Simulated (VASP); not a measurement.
# N in VASP: a series of runs

Aim: see how the results for N move with the level of theory and the settings. Levels: PBE, PBEsol. Tasks: single point.

All numbers are computed with VASP 6.6.1; they aren't measurements. Logs are shortened: lines on timing, memory, paths and dates and some standing lists are left out, and cuts for length are marked.

## 1. The cell of the first run

Symmetry: Pa-3, No. 205, cubic system. Conventional cell: a = 5.561 Å, b = 5.561 Å, c = 5.561 Å, α = 90.00°, β = 90.00°, γ = 90.00°. Within 1.5 Å of N (site symmetry 3) lie 1 N at 1.11 Å.

## 2. Single point, PBE

Input file INCAR:

```
ALGO     = Normal         # electronic algorithm
EDIFF    = 1E-6           # SCF threshold, eV
ENCUT    = 520            # plane-wave cutoff, eV
GGA      = PE             # functional
ISIF     = 2              # what is computed and relaxed
ISMEAR   = -1             # smearing method
LASPH    = T              # aspherical terms in the spheres
LCHARG   = F              # write CHGCAR
LREAL    = F              # projectors in reciprocal space
LWAVE    = F              # write WAVECAR
NBANDS   = 30             # bands
NELM     = 100            # most SCF steps
PREC     = Accurate       # precision mode
SIGMA    = 0.05           # smearing width, eV
```

Input file KPOINTS:

```
k-points
0
Gamma
  5 5 5
```

Input file POSCAR:

```
N
1.0
    5.5605176600      0.0000000000      0.0000000000
    0.0000000000      5.5605176600      0.0000000000
    0.0000000000      0.0000000000      5.5605176600
N
8
Direct
    0.0573973300      0.4426026700      0.5573973300
    0.4426026700      0.5573973300      0.0573973300
    0.5573973300      0.0573973300      0.4426026700
    0.9426026700      0.9426026700      0.9426026700
    0.9426026700      0.5573973300      0.4426026700
    0.5573973300      0.4426026700      0.9426026700
    0.4426026700      0.9426026700      0.5573973300
    0.0573973300      0.0573973300      0.0573973300
```

Potentials or basis: VASP PAW PBE potentials, release 64 (N).

Started as:

```console
$ cat potpaw_PBE.64/N/POTCAR > POTCAR
$ mpirun -np 1 vasp_std > vasp.out
```

OUTCAR:

```text
EDIFF = 1E-6
   ENCUT = 520
   GGA = PE
   ISIF = 2
   ISMEAR = -1
   LASPH = T
   LREAL = F
   NELM = 100
   PREC = Accurate

 ion  position               nearest neighbor table
   1  0.057  0.443  0.557-   5 1.11
   2  0.443  0.557  0.057-   6 1.11
   3  0.557  0.057  0.443-   7 1.11
   4  0.943  0.943  0.943-   8 1.11
   5  0.943  0.557  0.443-   1 1.11
   6  0.557  0.443  0.943-   2 1.11
   7  0.443  0.943  0.557-   3 1.11
   8  0.057  0.057  0.057-   4 1.11

  LATTYP: Found a simple cubic cell.
 ALAT       =     5.5605176600

  Lattice vectors:

 A1 = (   5.5605176600,   0.0000000000,   0.0000000000)
 A2 = (   0.0000000000,   5.5605176600,   0.0000000000)
 A3 = (   0.0000000000,   0.0000000000,   5.5605176600)

Analysis of symmetry for initial positions (statically):
=====================================================================
 Subroutine PRICEL returns:
 Original cell was already a primitive cell.

 Routine SETGRP: Setting up the symmetry group for a
 simple cubic supercell.

 Subroutine GETGRP returns: Found 24 space group operations
 (whereof  6 operations were pure point group operations)
 out of a pool of 48 trial point group operations.

The static configuration has the point symmetry S_6 .
 The point group associated with its full space group is T_h .

Analysis of symmetry for dynamics (positions and initial velocities):
=====================================================================
 Subroutine PRICEL returns:
 Original cell was already a primitive cell.

 Routine SETGRP: Setting up the symmetry group for a
 simple cubic supercell.

 Subroutine GETGRP returns: Found 24 space group operations
 (whereof  6 operations were pure point group operations)
 out of a pool of 48 trial point group operations.

The dynamic configuration has the point symmetry S_6 .
 The point group associated with its full space group is T_h .

 Subroutine INISYM returns: Found 24 space group operations
 (whereof  6 operations are pure point group operations),
 and found     1 'primitive' translations

----------------------------------------------------------------------------------------

                                     Primitive cell

  volume of cell :     171.9276

  direct lattice vectors                    reciprocal lattice vectors
     5.560517660  0.000000000  0.000000000     0.179839371  0.000000000  0.000000000
     0.000000000  5.560517660  0.000000000     0.000000000  0.179839371  0.000000000
     0.000000000  0.000000000  5.560517660     0.000000000  0.000000000  0.179839371

  length of vectors
     5.560517660  5.560517660  5.560517660     0.179839371  0.179839371  0.179839371

  position of ions in fractional coordinates (direct lattice)
     0.057397330  0.442602670  0.557397330
     0.442602670  0.557397330  0.057397330
     0.557397330  0.057397330  0.442602670
     0.942602670  0.942602670  0.942602670
     0.942602670  0.557397330  0.442602670
     0.557397330  0.442602670  0.942602670
     0.442602670  0.942602670  0.557397330
     0.057397330  0.057397330  0.057397330

  ion indices of the primitive-cell ions
   primitive index   ion index
                 1           1
                 2           2
                 3           3
                 4           4
                 5           5
                 6           6
                 7           7
                 8           8

----------------------------------------------------------------------------------------

 KPOINTS: k-points

Automatic generation of k-mesh.
 Grid dimensions read from file:
 generate k-points for:    5    5    5

 Generating k-lattice:

  Cartesian coordinates                     Fractional coordinates (reciprocal lattice)
     0.035967874  0.000000000  0.000000000     0.200000000  0.000000000  0.000000000
     0.000000000  0.035967874  0.000000000     0.000000000  0.200000000  0.000000000
     0.000000000  0.000000000  0.035967874     0.000000000  0.000000000  0.200000000

  Length of vectors
     0.035967874  0.035967874  0.035967874

  Shift w.r.t. Gamma in fractional coordinates (k-lattice)
     0.000000000  0.000000000  0.000000000

 Subroutine IBZKPT returns following result:
 ===========================================

 Found     11 irreducible k-points:

 Following reciprocal coordinates:
            Coordinates               Weight
  0.000000  0.000000  0.000000      1.000000
  0.200000  0.000000  0.000000      6.000000
  0.400000  0.000000  0.000000      6.000000
  0.200000  0.200000  0.000000     12.000000
  0.400000  0.200000  0.000000     12.000000
 -0.200000  0.400000  0.000000     12.000000
  0.400000  0.400000  0.000000     12.000000
  0.200000  0.200000  0.200000      8.000000
  0.400000  0.200000  0.200000     24.000000
  0.400000  0.400000  0.200000     24.000000
  0.400000  0.400000  0.400000      8.000000
   k-points           NKPTS =     11   k-points in BZ     NKDIM =     11   number of bands    NBANDS=     30
   number of dos      NEDOS =    301   number of ions     NIONS =      8
   total plane-waves  NPLWV =  74088
   dimension x,y,z NGX =    42 NGY =   42 NGZ =   42
   dimension x,y,z NGXF=    84 NGYF=   84 NGZF=   84
   ions per type =               8
   NGX,Y,Z   is equivalent  to a cutoff of  12.56, 12.56, 12.56 a.u.
   NGXF,Y,Z  is equivalent  to a cutoff of  25.11, 25.11, 25.11 a.u.
 SYSTEM =  unknown system
   PREC   = accura    normal or accurate (medium, high low for compatibility)
   ISTART =      0    job   : 0-new  1-cont  2-samecut
   ICHARG =      2    charge: 1-file 2-atom 10-const
   ISPIN  =      1    spin polarized calculation?
   LNONCOLLINEAR =      F non collinear calculations
   LSORBIT =      F    spin-orbit coupling
   LASPH  =      T    aspherical Exc in radial PAW
   ENCUT  =  520.0 eV  38.22 Ry    6.18 a.u.  10.34 10.34 10.34*2*pi/ulx,y,z
   NELM   =    100;   NELMIN=  2; NELMDL= -5     # of ELM steps
   EDIFF  = 0.1E-05   stopping-criterion for ELM
   LREAL  =      F    real-space projection
   EDIFFG = 0.1E-04   stopping-criterion for IOM
   NSW    =      0    number of steps for IOM
   IBRION =     -1    ionic relax: 0-MD 1-quasi-New 2-CG
   NFREE  =      0    steps in history (QN), initial steepest desc. (CG)
   ISIF   =      2    stress and relaxation
   ISYM   =      2    0-nonsym 1-usesym 2-fastsym
   POTIM  = 0.5000    time-step for ionic-motion
   TEBEG  =    0.0;   TEEND  =   0.0 temperature during run
   PSTRESS=    0.0 pullay stress
   NELECT =      40.0000    total number of electrons
   NUPDOWN=      -1.0000    fix difference up-down
   EMIN   =  10.00;   EMAX   =-10.00  energy-range for DOS
   EFERMI =   0.00;   METHOD = LEGACY
   ISMEAR =    -1;   SIGMA  =   0.05  broadening in eV -4-tet -1-fermi 0-gaus
   EFERMI_NEDOS =   21; number of points for ismear=-14 and -15
   IALGO  =     38    algorithm
   IMIX   =      4    mixing-type and parameters
     AMIX     =   0.40;   BMIX     =  1.00
     AMIX_MAG =   1.60;   BMIX_MAG =  1.00
  volume/ion in A,a.u.               =      21.49       145.03
  Fermi-wavevector in a.u.,A,eV,Ry     =   1.006884  1.902736 13.793806  1.013816
  Thomas-Fermi vector in A             =   2.139655
   LORBIT       =      0    0 simple, 1 ext, 2 COOP (PROOUT), +10 PAW based schemes
   GGA     = PE    functional components
   LHFCALC =     F    Hartree Fock is set to
   AEXX    =    0.0000 exact exchange contribution
   IVDW    =     0    specifies the selected vdW correction
   LEPSILON=     F    determine dielectric tensor
   LRPA    =     F    only Hartree local field effects (RPA)
 non-spin polarized calculation
  energy-cutoff  :      520.00
  volume of cell :      171.93
 maximum number of plane-waves:      4656
 NGX is ok and might be reduce to    42
   NGX = 21   NGY = 21   NGZ = 21

 number of electron      39.9999988 magnetization

 Free energy of the ion-electron system (eV)
  ---------------------------------------------------
  ext. energy  EPLUGINS =         0.00000000
  ---------------------------------------------------
  free energy    TOTEN  =       -66.59558532 eV

  energy without entropy =      -66.59558532  energy(sigma->0) =      -66.59558532

 E-fermi :  -5.0384     XC(G=0):  -6.6232

 val. band max:       -6.3198122817   @ k =   0.4000   0.0000   0.0000
 cond. band min:       0.9202261401   @ k =   0.0000   0.0000   0.0000
 fundamental gap:      7.2400384219
 Fermi energy:        -5.0383908994

 k-point     1 :       0.0000    0.0000    0.0000
  band No.  band energies     occupation
      1     -24.6618      2.00000
      2     -24.5961      2.00000
      3     -24.5961      2.00000
      4     -24.5961      2.00000
      5      -9.9365      2.00000
      6      -9.9365      2.00000
[... 22 lines left out ...]
     29       5.0341      0.00000
     30       7.8990      0.00000

 k-point     2 :       0.2000    0.0000    0.0000
  band No.  band energies     occupation
      1     -24.6554      2.00000
      2     -24.6024      2.00000
      3     -24.5960      2.00000
      4     -24.5960      2.00000
      5      -9.9313      2.00000
      6      -9.9298      2.00000
[... 22 lines left out ...]
     29       5.1096      0.00000
     30       7.0377      0.00000

 k-point     3 :       0.4000    0.0000    0.0000
  band No.  band energies     occupation
      1     -24.6390      2.00000
      2     -24.6188      2.00000
      3     -24.5959      2.00000
      4     -24.5959      2.00000
      5      -9.9214      2.00000
      6      -9.9199      2.00000
[... 253 lines left out ...]
     29       5.8831      0.00000
     30       6.3972      0.00000

 k-point    11 :       0.4000    0.4000    0.4000
  band No.  band energies     occupation
      1     -24.6167      2.00000
      2     -24.6104      2.00000
      3     -24.6104      2.00000
      4     -24.6104      2.00000
      5      -9.9307      2.00000
      6      -9.9307      2.00000
[... 22 lines left out ...]
     29       6.1767      0.00000
     30       6.5675      0.00000

------------------------ aborting loop because EDIFF is reached ----------------------------------------

  FORCE on cell =-STRESS in cart. coord.  units (eV):
  Direction    XX          YY          ZZ          XY          YZ          ZX
  --------------------------------------------------------------------------------------
  -------------------------------------------------------------------------------------
  Total        2.1320536      2.1320536      2.1320536      0.0000000     -0.0000000     -0.0000000
  in kB       19.8684063     19.8684063     19.8684063      0.0000000     -0.0000000     -0.0000000
  external PRESSURE =      19.8684063 kB  Pullay stress =       0.0000000 kB

 VOLUME and BASIS-vectors are now :
 -----------------------------------------------------------------------------
  energy-cutoff  :      520.00
  volume of cell :      171.93
      direct lattice vectors                 reciprocal lattice vectors
     5.560517660  0.000000000  0.000000000     0.179839371  0.000000000  0.000000000
     0.000000000  5.560517660  0.000000000     0.000000000  0.179839371  0.000000000
     0.000000000  0.000000000  5.560517660     0.000000000  0.000000000  0.179839371

 POSITION                                       TOTAL-FORCE (eV/Angst)
 -----------------------------------------------------------------------------------
      0.31916      2.46110      3.09942         0.607966     -0.607966      0.607966
      2.46110      3.09942      0.31916        -0.607966      0.607966      0.607966
      3.09942      0.31916      2.46110         0.607966      0.607966     -0.607966
      5.24136      5.24136      5.24136        -0.607966     -0.607966     -0.607966
      5.24136      3.09942      2.46110        -0.607966      0.607966     -0.607966
      3.09942      2.46110      5.24136         0.607966     -0.607966     -0.607966
      2.46110      5.24136      3.09942        -0.607966     -0.607966      0.607966
      0.31916      0.31916      0.31916         0.607966      0.607966      0.607966
 -----------------------------------------------------------------------------------
    total drift:                               -0.000000      0.000000      0.000000

  FREE ENERGIE OF THE ION-ELECTRON SYSTEM (eV)
  ---------------------------------------------------
  free  energy   TOTEN  =       -66.5955853189 eV

  energy  without entropy=      -66.5955853189  energy(sigma->0) =      -66.59558532
```

Run time: 28 s. Hardware: 1 thread of AMD EPYC 7R13 (Zen 3), shared host; peak memory 0.21 GiB.

Results:

```yaml
Free_energy: -66.5956 eV
Pressure: 2.0 GPa
Largest_force: 1.053 eV/Å
Band_gap_on_the_k_mesh: 7.24 eV (least direct gap 7.27 eV)
```

Forces in eV/Å, atoms in the order of the input:
```
N    0.608 -0.608  0.608
N   -0.608  0.608  0.608
N    0.608  0.608 -0.608
N   -0.608 -0.608 -0.608
N   -0.608  0.608 -0.608
N    0.608 -0.608 -0.608
N   -0.608 -0.608  0.608
N    0.608  0.608  0.608
```

Caveat: the standard files for N, O and F lose accuracy on very short bonds; this functional lacks dispersion, which holds the molecules together, so the pressure and a relaxed volume are unreliable; an odd mesh through Γ misses points on the zone boundary, where band edges can lie; forces of over 1 eV/Å act on the atoms, so gaps and moduli don't describe the material at rest.

[end of part 1 of 3]
